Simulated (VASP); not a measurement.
# ScS4 (P6/mmm) in VASP: notebook

The runs below take ScS4 through single point, with PBE.

Program: VASP 6.6.1. These are calculated values, not measurements. Logs are shortened: lines on timing, memory, paths and dates and some standing lists are left out, and cuts for length are marked.

**1. The cell of the first run**

Symmetry: P6/mmm, No. 191, hexagonal system. Conventional cell: a = 5.234 Å, b = 5.234 Å, c = 5.027 Å, α = 90.00°, β = 90.00°, γ = 120.00°. Within 3.3 Å of Sc (site symmetry 6/mmm) lie 8 S at 2.51 to 2.62 Å. Within 3.7 Å of S (site symmetry mmm) lie 8 S at 2.62 to 3.63 Å and 2 Sc at 2.62 Å. S (site symmetry 6/mmm) has 2 Sc at 2.51 Å within 3.3 Å.

The cell was generated, and may not be a known phase.

**2. Single point, PBE**

The input, INCAR:

```
ALGO = Normal
EDIFF = 1E-7
ENCUT = 520
GGA = PE
ISIF = 2
ISMEAR = 0
LASPH = True
LCHARG = False
LREAL = False
LWAVE = False
NBANDS = 26
NELM = 100
PREC = Accurate
SIGMA = 0.1
```

The input, KPOINTS:

```
k-points
0
Gamma
  6 6 2
```

The input, POSCAR:

```
ScS4
1.0
    5.2338585547     -0.0000000035      0.0000000000
   -2.6169292743      4.5326544699      0.0000000000
    0.0000000000      0.0000000000      5.0270593601
Sc S
1 4
Direct
    0.0000000000      0.0000000000      0.0000000000
    0.5000000000      0.0000000000      0.0000000000
    0.0000000000      0.5000000000      0.0000000000
    0.5000000000      0.5000000000      0.0000000000
    0.0000000000      0.0000000000      0.5000000000
```

Potentials or basis: VASP PAW PBE potentials, release 64 (Sc_sv, S).

Command:

```bash
> cat potpaw_PBE.64/Sc_sv/POTCAR potpaw_PBE.64/S/POTCAR > POTCAR
> mpirun -np 1 vasp_std > vasp.out
```

OUTCAR:

```text
EDIFF = 1E-7
   ENCUT = 520
   GGA = PE
   ISIF = 2
   ISMEAR = 0
   LASPH = True
   LREAL = False
   NELM = 100
   PREC = Accurate

 ion  position               nearest neighbor table
   1  0.000  0.000  0.000-   5 2.51   5 2.51   3 2.62   3 2.62   4 2.62   4 2.62   2 2.62   2 2.62

   2  0.500  0.000  0.000-   4 2.62   4 2.62   3 2.62   3 2.62   1 2.62   1 2.62
   3  0.000  0.500  0.000-   1 2.62   1 2.62   2 2.62   2 2.62   4 2.62   4 2.62
   4  0.500  0.500  0.000-   2 2.62   2 2.62   1 2.62   1 2.62   3 2.62   3 2.62
   5  0.000  0.000  0.500-   1 2.51   1 2.51

  LATTYP: Found a hexagonal cell.
 ALAT       =     5.2338585547
 C/A-ratio  =     0.9604881958

  Lattice vectors:

 A1 = (   5.2338585547,  -0.0000000035,   0.0000000000)
 A2 = (  -2.6169292743,   4.5326544699,   0.0000000000)
 A3 = (   0.0000000000,   0.0000000000,   5.0270593601)

Analysis of symmetry for initial positions (statically):
=====================================================================
 Subroutine PRICEL returns:
 Original cell was already a primitive cell.

 Routine SETGRP: Setting up the symmetry group for a
 hexagonal supercell.

 Subroutine GETGRP returns: Found 24 space group operations
 (whereof 24 operations were pure point group operations)
 out of a pool of 24 trial point group operations.

The static configuration has the point symmetry D_6h.

Analysis of symmetry for dynamics (positions and initial velocities):
=====================================================================
 Subroutine PRICEL returns:
 Original cell was already a primitive cell.

 Routine SETGRP: Setting up the symmetry group for a
 hexagonal supercell.

 Subroutine GETGRP returns: Found 24 space group operations
 (whereof 24 operations were pure point group operations)
 out of a pool of 24 trial point group operations.

The dynamic configuration has the point symmetry D_6h.

 Subroutine INISYM returns: Found 24 space group operations
 (whereof 24 operations are pure point group operations),
 and found     1 'primitive' translations

----------------------------------------------------------------------------------------

                                     Primitive cell

  volume of cell :     119.2583

  direct lattice vectors                    reciprocal lattice vectors
     5.233858555 -0.000000003  0.000000000     0.191063627  0.110310637  0.000000000
    -2.616929274  4.532654470  0.000000000     0.000000000  0.220621273  0.000000000
     0.000000000  0.000000000  5.027059360     0.000000000  0.000000000  0.198923452

  length of vectors
     5.233858555  5.233858555  5.027059360     0.220621273  0.220621273  0.198923452

  position of ions in fractional coordinates (direct lattice)
     0.000000000  0.000000000  0.000000000
     0.500000000  0.000000000  0.000000000
     0.000000000  0.500000000  0.000000000
     0.500000000  0.500000000  0.000000000
     0.000000000  0.000000000  0.500000000

  ion indices of the primitive-cell ions
   primitive index   ion index
                 1           1
                 2           2
                 3           3
                 4           4
                 5           5

----------------------------------------------------------------------------------------

 KPOINTS: k-points

Automatic generation of k-mesh.
 Grid dimensions read from file:
 generate k-points for:    6    6    2

 Generating k-lattice:

  Cartesian coordinates                     Fractional coordinates (reciprocal lattice)
     0.031843938  0.018385106  0.000000000     0.166666667  0.000000000  0.000000000
     0.000000000  0.036770212  0.000000000    -0.000000000  0.166666667  0.000000000
     0.000000000  0.000000000  0.099461726     0.000000000  0.000000000  0.500000000

  Length of vectors
     0.036770212  0.036770212  0.099461726

  Shift w.r.t. Gamma in fractional coordinates (k-lattice)
     0.000000000  0.000000000  0.000000000

 Subroutine IBZKPT returns following result:
 ===========================================

 Found     14 irreducible k-points:

 Following reciprocal coordinates:
            Coordinates               Weight
  0.000000  0.000000  0.000000      1.000000
  0.166667  0.000000  0.000000      6.000000
  0.333333 -0.000000  0.000000      6.000000
  0.500000  0.000000  0.000000      3.000000
  0.166667  0.166667  0.000000      6.000000
  0.333333  0.166667  0.000000     12.000000
  0.333333  0.333333  0.000000      2.000000
  0.000000  0.000000  0.500000      1.000000
  0.166667  0.000000  0.500000      6.000000
  0.333333 -0.000000  0.500000      6.000000
  0.500000  0.000000  0.500000      3.000000
  0.166667  0.166667  0.500000      6.000000
  0.333333  0.166667  0.500000     12.000000
  0.333333  0.333333  0.500000      2.000000
   k-points           NKPTS =     14   k-points in BZ     NKDIM =     14   number of bands    NBANDS=     26
   number of dos      NEDOS =    301   number of ions     NIONS =      5
   total plane-waves  NPLWV =  64000
   dimension x,y,z NGX =    40 NGY =   40 NGZ =   40
   dimension x,y,z NGXF=    80 NGYF=   80 NGZF=   80
   ions per type =               1   4
   NGX,Y,Z   is equivalent  to a cutoff of  12.71, 12.71, 13.23 a.u.
   NGXF,Y,Z  is equivalent  to a cutoff of  25.41, 25.41, 26.46 a.u.
 SYSTEM =  unknown system
   PREC   = accura    normal or accurate (medium, high low for compatibility)
   ISTART =      0    job   : 0-new  1-cont  2-samecut
   ICHARG =      2    charge: 1-file 2-atom 10-const
   ISPIN  =      1    spin polarized calculation?
   LNONCOLLINEAR =      F non collinear calculations
   LSORBIT =      F    spin-orbit coupling
   LASPH  =      T    aspherical Exc in radial PAW
   ENCUT  =  520.0 eV  38.22 Ry    6.18 a.u.   9.73  9.73  9.35*2*pi/ulx,y,z
   NELM   =    100;   NELMIN=  2; NELMDL= -5     # of ELM steps
   EDIFF  = 0.1E-06   stopping-criterion for ELM
   LREAL  =      F    real-space projection
   EDIFFG = 0.1E-05   stopping-criterion for IOM
   NSW    =      0    number of steps for IOM
   IBRION =     -1    ionic relax: 0-MD 1-quasi-New 2-CG
   NFREE  =      0    steps in history (QN), initial steepest desc. (CG)
   ISIF   =      2    stress and relaxation
   ISYM   =      2    0-nonsym 1-usesym 2-fastsym
   POTIM  = 0.5000    time-step for ionic-motion
[... 46 lines left out ...]

 k-point     1 :       0.0000    0.0000    0.0000
  band No.  band energies     occupation
      1     -46.7509      2.00000
      2     -25.4326      2.00000
      3     -25.4326      2.00000
      4     -25.3563      2.00000
      5     -12.3986      2.00000
      6      -8.7261      2.00000
[... 18 lines left out ...]
     25       5.9096      0.00000
     26       7.1339      0.00000

 k-point     2 :       0.1667    0.0000    0.0000
  band No.  band energies     occupation
      1     -46.7508      2.00000
      2     -25.4351      2.00000
      3     -25.4333      2.00000
      4     -25.3563      2.00000
      5     -12.2362      2.00000
      6      -9.0922      2.00000
[... 18 lines left out ...]
     25       6.2557      0.00000
     26       7.4746      0.00000

 k-point     3 :       0.3333   -0.0000    0.0000
  band No.  band energies     occupation
      1     -46.7508      2.00000
      2     -25.4402      2.00000
      3     -25.4347      2.00000
      4     -25.3562      2.00000
      5     -11.7842      2.00000
      6      -9.9588      2.00000
[... 18 lines left out ...]
     25       7.5653      0.00000
     26       8.5345      0.00000

 k-point     4 :       0.5000    0.0000    0.0000
  band No.  band energies     occupation
      1     -46.7507      2.00000
      2     -25.4427      2.00000
      3     -25.4354      2.00000
      4     -25.3561      2.00000
      5     -11.3344      2.00000
      6     -10.5736      2.00000
[... 18 lines left out ...]
     25       8.1373      0.00000
     26       9.1419      0.00000

 k-point     5 :       0.1667    0.1667    0.0000
  band No.  band energies     occupation
      1     -46.7508      2.00000
      2     -25.4385      2.00000
      3     -25.4348      2.00000
      4     -25.3562      2.00000
      5     -11.9270      2.00000
      6      -9.6744      2.00000
[... 18 lines left out ...]
     25       7.0259      0.00000
     26       8.2962      0.00000

 k-point     6 :       0.3333    0.1667    0.0000
  band No.  band energies     occupation
      1     -46.7507      2.00000
      2     -25.4415      2.00000
      3     -25.4367      2.00000
      4     -25.3561      2.00000
      5     -11.3959      2.00000
      6     -10.4138      2.00000
[... 18 lines left out ...]
     25       7.5618      0.00000
     26       9.2429      0.00000

 k-point     7 :       0.3333    0.3333    0.0000
  band No.  band energies     occupation
      1     -46.7507      2.00000
      2     -25.4399      2.00000
      3     -25.4399      2.00000
      4     -25.3561      2.00000
      5     -10.8906      2.00000
      6     -10.8906      2.00000
[... 18 lines left out ...]
     25       6.8602      0.00000
     26       9.8431      0.00000

 k-point     8 :       0.0000    0.0000    0.5000
  band No.  band energies     occupation
      1     -46.7507      2.00000
      2     -25.4324      2.00000
      3     -25.4324      2.00000
      4     -25.3652      2.00000
      5     -12.3593      2.00000
      6      -8.6388      2.00000
[... 18 lines left out ...]
     25       5.8760      0.00000
     26       8.6362      0.00000

 k-point     9 :       0.1667    0.0000    0.5000
  band No.  band energies     occupation
      1     -46.7507      2.00000
      2     -25.4349      2.00000
      3     -25.4331      2.00000
      4     -25.3651      2.00000
      5     -12.1985      2.00000
      6      -9.0739      2.00000
[... 18 lines left out ...]
     25       6.2519      0.00000
     26       9.0393      0.00000

 k-point    10 :       0.3333   -0.0000    0.5000
  band No.  band energies     occupation
      1     -46.7506      2.00000
      2     -25.4400      2.00000
      3     -25.4345      2.00000
      4     -25.3650      2.00000
      5     -11.7527      2.00000
      6      -9.9267      2.00000
[... 18 lines left out ...]
     25       7.5590      0.00000
     26       9.3934      0.00000

 k-point    11 :       0.5000    0.0000    0.5000
  band No.  band energies     occupation
      1     -46.7506      2.00000
      2     -25.4425      2.00000
      3     -25.4352      2.00000
      4     -25.3649      2.00000
      5     -11.3178      2.00000
      6     -10.5234      2.00000
[... 18 lines left out ...]
     25       8.6141      0.00000
     26       9.0430      0.00000

 k-point    12 :       0.1667    0.1667    0.5000
  band No.  band energies     occupation
      1     -46.7506      2.00000
      2     -25.4383      2.00000
      3     -25.4346      2.00000
      4     -25.3650      2.00000
      5     -11.8930      2.00000
      6      -9.6608      2.00000
[... 18 lines left out ...]
     25       7.4801      0.00000
     26       9.6175      0.00000

 k-point    13 :       0.3333    0.1667    0.5000
  band No.  band energies     occupation
      1     -46.7506      2.00000
      2     -25.4413      2.00000
      3     -25.4365      2.00000
      4     -25.3649      2.00000
      5     -11.3723      2.00000
      6     -10.3885      2.00000
[... 18 lines left out ...]
     25       8.4615      0.00000
     26       9.5429      0.00000

 k-point    14 :       0.3333    0.3333    0.5000
  band No.  band energies     occupation
      1     -46.7506      2.00000
      2     -25.4397      2.00000
      3     -25.4397      2.00000
      4     -25.3649      2.00000
      5     -10.8747      2.00000
      6     -10.8747      2.00000
[... 18 lines left out ...]
     25       8.4874      0.00000
     26      10.1985      0.00000

------------------------ aborting loop because EDIFF is reached ----------------------------------------

  FORCE on cell =-STRESS in cart. coord.  units (eV):
  Direction    XX          YY          ZZ          XY          YZ          ZX
  --------------------------------------------------------------------------------------
  -------------------------------------------------------------------------------------
  Total        0.0796049      0.0796049      0.0662791      0.0000000      0.0000000     -0.0000000
  in kB        1.0694530      1.0694530      0.8904282      0.0000000      0.0000000     -0.0000000
  external PRESSURE =       1.0097781 kB  Pullay stress =       0.0000000 kB

 VOLUME and BASIS-vectors are now :
 -----------------------------------------------------------------------------
  energy-cutoff  :      520.00
  volume of cell :      119.26
      direct lattice vectors                 reciprocal lattice vectors
     5.233858555 -0.000000003  0.000000000     0.191063627  0.110310637  0.000000000
    -2.616929274  4.532654470  0.000000000     0.000000000  0.220621273  0.000000000
     0.000000000  0.000000000  5.027059360     0.000000000  0.000000000  0.198923452

 POSITION                                       TOTAL-FORCE (eV/Angst)
 -----------------------------------------------------------------------------------
      0.00000      0.00000      0.00000        -0.000000      0.000000      0.000000
      2.61693     -0.00000      0.00000        -0.000000      0.000000      0.000000
     -1.30846      2.26633      0.00000         0.000000      0.000000      0.000000
      1.30846      2.26633      0.00000        -0.000000      0.000000      0.000000
      0.00000      0.00000      2.51353        -0.000000      0.000000      0.000000
 -----------------------------------------------------------------------------------
    total drift:                               -0.000000      0.000000     -0.000000

  FREE ENERGIE OF THE ION-ELECTRON SYSTEM (eV)
  ---------------------------------------------------
  free  energy   TOTEN  =       -23.7804010945 eV

  energy  without entropy=      -23.7545620366  energy(sigma->0) =      -23.76748157
```

It took 28 s on 1 thread of Intel Xeon 6975P-C (Granite Rapids), shared host; peak memory 0.24 GiB.

What came out:

```yaml
Free_energy: -23.7804 eV
Pressure: 0.1 GPa
Band_gap_on_the_k_mesh: zero (an odd number of electrons rules out a gap without spin polarisation)
```

Caveat: the k points lie up to 0.62 Å⁻¹ apart, too coarse for converged energies and pressures of a metal.

**3. Single point, PBE**

This run uses another cell than the first one, of 26.26 Å³/atom.

The input, INCAR:

```
SYSTEM = ScS4
ALGO = Normal ; EDIFF = 1E-6
ENCUT = 520 ; GGA = PE
ISIF = 2 ; ISMEAR = 0
LASPH = .True. ; LCHARG = .False.
LREAL = .False. ; LWAVE = .False.
NBANDS = 26 ; NELM = 80
PREC = Accurate ; SIGMA = 0.1
```

The input, KPOINTS:

```
k-points
0
Gamma
  6 6 2
  0 0 0
```

Edit POSCAR of step 2 so:

```diff
@@ -2,5 +2,5 @@
 1.0
-    5.2338585547     -0.0000000035      0.0000000000
-   -2.6169292743      4.5326544699      0.0000000000
-    0.0000000000      0.0000000000      5.0270593601
+    4.3599747300      0.0000000000      0.0000000000
+   -2.1799873600      3.7758488700      0.0000000000
+    0.0000000000      0.0000000000      7.9762954300
 Sc S
```

Potentials or basis: VASP PAW PBE potentials, release 64 (Sc_sv, S).

Command:

```bash
> cat potpaw_PBE.64/Sc_sv/POTCAR potpaw_PBE.64/S/POTCAR > POTCAR
> mpirun -np 1 vasp_std > vasp.out
```

Run time: 28 s. Hardware: 1 thread of Intel Xeon 6975P-C (Granite Rapids), shared host; peak memory 0.24 GiB.

It converged, with:

```
Free energy            : -15.0320 eV
Pressure               : 33.8 GPa
Band gap on the k mesh : zero (an odd number of electrons rules out a gap without spin polarisation)
```

Stress tensor (GPa, compression positive):
```
53.04  0.00  0.00
 0.00 53.04  0.00
 0.00  0.00 -4.83
```

Levels at points of the mesh, in eV from the Fermi level:
| k point | band 13 | band 14 | band 15 | band 16 | band 17 | band 18 | band 19 | band 20 | band 21 | band 22 |
| --- | --- | --- | --- | --- | --- | --- | --- | --- | --- | --- |
| (0.00, 0.00, 0.00) | -0.69 | -0.69 | -0.41 | 0.29 | 0.29 | 0.73 | 0.73 | 1.10 | 2.82 | 3.70 |
| (0.50, 0.00, 0.00) | -2.50 | -2.13 | -2.05 | -1.18 | -0.78 | -0.19 | 0.07 | 2.03 | 3.64 | 4.24 |
| (0.00, 0.00, 0.50) | -0.84 | -0.69 | -0.69 | 0.25 | 0.25 | 0.79 | 0.79 | 1.76 | 3.16 | 3.70 |
| (0.50, 0.00, 0.50) | -2.50 | -2.14 | -2.05 | -1.18 | -0.74 | -0.40 | 0.08 | 2.47 | 3.64 | 4.24 |

Caveat: the k points lie up to 0.39 Å⁻¹ apart, too coarse for converged energies and pressures of a metal.

**4. Single point, PBE**

This run uses another cell than the first one, of 23.79 Å³/atom.

The input, INCAR:

```
ALGO = Normal
EDIFF = 1E-7
ENCUT = 520
GGA = PE
ISIF = 2
ISMEAR = 0
LASPH = True
LCHARG = False
LREAL = False
LWAVE = False
NBANDS = 26
NELM = 100
PREC = Accurate
SIGMA = 0.1
```

The input, KPOINTS:

```
k-points
0
Gamma
  6 6 4
```

Edit POSCAR of step 3 so:

```diff
@@ -2,5 +2,5 @@
 1.0
-    4.3599747300      0.0000000000      0.0000000000
-   -2.1799873600      3.7758488700      0.0000000000
-    0.0000000000      0.0000000000      7.9762954300
+    5.2490192142      0.0000000000      0.0000000000
+   -2.6245096071      4.5457839844      0.0000000000
+    0.0000000000      0.0000000000      4.9850265653
 Sc S
```

Command:

```bash
> cat potpaw_PBE.64/Sc_sv/POTCAR potpaw_PBE.64/S/POTCAR > POTCAR
> mpirun -np 1 vasp_std > vasp.out
```

Run time: 35 s. Hardware: 1 thread of Intel Xeon 6975P-C (Granite Rapids), shared host; peak memory 0.25 GiB.

It converged, with:

```yaml
Free_energy: -23.8360 eV
Pressure: 0.1 GPa
Band_gap_on_the_k_mesh: zero (an odd number of electrons rules out a gap without spin polarisation)
```

Stress tensor (GPa, compression positive):
```
 0.21  0.00  0.00
 0.00  0.21  0.00
 0.00  0.00 -0.03
```

Levels at points of the mesh, in eV from the Fermi level:
```csv
k point,band 13,band 14,band 15,band 16,band 17,band 18,band 19,band 20,band 21,band 22
"(0.00, 0.00, 0.00)",-0.51,-0.23,-0.23,-0.21,-0.21,1.72,1.95,1.95,2.88,2.91
"(0.50, 0.00, 0.00)",-2.19,-2.05,-1.49,-0.76,-0.65,-0.54,-0.17,2.75,2.83,3.03
"(0.00, 0.00, 0.50)",-2.81,-1.19,-1.19,-0.41,-0.41,1.72,2.92,2.92,3.13,3.59
"(0.50, 0.00, 0.50)",-1.95,-1.93,-1.87,-1.71,-1.46,0.18,0.49,2.75,3.10,3.82
```

**5. The runs side by side**

| cell | k mesh | gap on the mesh (eV) | pressure (GPa) |
| --- | --- | --- | --- |
| a = 5.234, b = 5.234, c = 5.027 Å, angles 90.0, 90.0, 120.0°, 5 atoms | 6 × 6 × 2 | none | 0.1 |
| a = 4.360, b = 4.360, c = 7.976 Å, angles 90.0, 90.0, 120.0°, 5 atoms | 6 × 6 × 2 | none | 33.8 |
| a = 5.249, b = 5.249, c = 4.985 Å, angles 90.0, 90.0, 120.0°, 5 atoms | 6 × 6 × 4 | none | 0.1 |

Alike in all rows: task single point; level PBE; potentials or basis VASP PAW PBE potentials, release 64 (Sc_sv, S); no spin polarisation; cutoff (eV) 520; smearing gaussian 0.1 eV.

Caveats: some runs use coarse meshes.

Total energies depend on the potentials used, so only differences within one code and one set of settings carry meaning.
